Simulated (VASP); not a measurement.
A run of VASP 6.6.1 is set up as follows.

The input POSCAR:

```
TlBi2
1.0
    5.5116554578      0.0000000000      0.0000000000
   -2.7558272461      4.7732327631      0.0000000000
    0.0000000000      0.0000000000      3.2766353919
Tl Bi
1 2
Direct
    0.0000000000      0.0000000000      0.0000000000
    0.6666666667      0.3333333333      0.5000000000
    0.3333333333      0.6666666667      0.5000000000
```

INCAR.step1

```
SYSTEM = TlBi2
ALGO = Normal
EDIFF = 1E-4
ENCUT = 520
GGA = PE
ISMEAR = -1
LASPH = .True.
LCHARG = .False.
LREAL = .False.
LWAVE = .True.
NBANDS = 28
NELM = 100
PREC = Accurate
SIGMA = 0.1
```

The input INCAR.step2:

```
SYSTEM = TlBi2
ALGO = Normal
EDIFF = 1E-6
ENCUT = 520
ISIF = 2
ISMEAR = -1
ISTART = 1
LASPH = .True.
LCHARG = .False.
LMIXTAU = .True.
LREAL = .False.
LWAVE = .False.
METAGGA = R2SCAN
NBANDS = 28
NELM = 100
PREC = Accurate
SIGMA = 0.1
```

Contents of KPOINTS:

```
k-points
0
Gamma
  7 7 10
  0 0 0
```

Potentials or basis: VASP PAW PBE potentials, release 64 (Tl_d, Bi_d).

Run with:

```sh
$ cat potpaw_PBE.64/Tl_d/POTCAR potpaw_PBE.64/Bi_d/POTCAR > POTCAR
$ cp INCAR.step1 INCAR
$ mpirun -np 1 vasp_std > vasp.out
$ cp INCAR.step2 INCAR
$ mpirun -np 1 vasp_std > vasp.out
```

**Question.** Predict the pressure.

**Answer.** 6.3 GPa.

Caveat: the PAW data sets were made with another functional, which shifts forces and pressure a little.
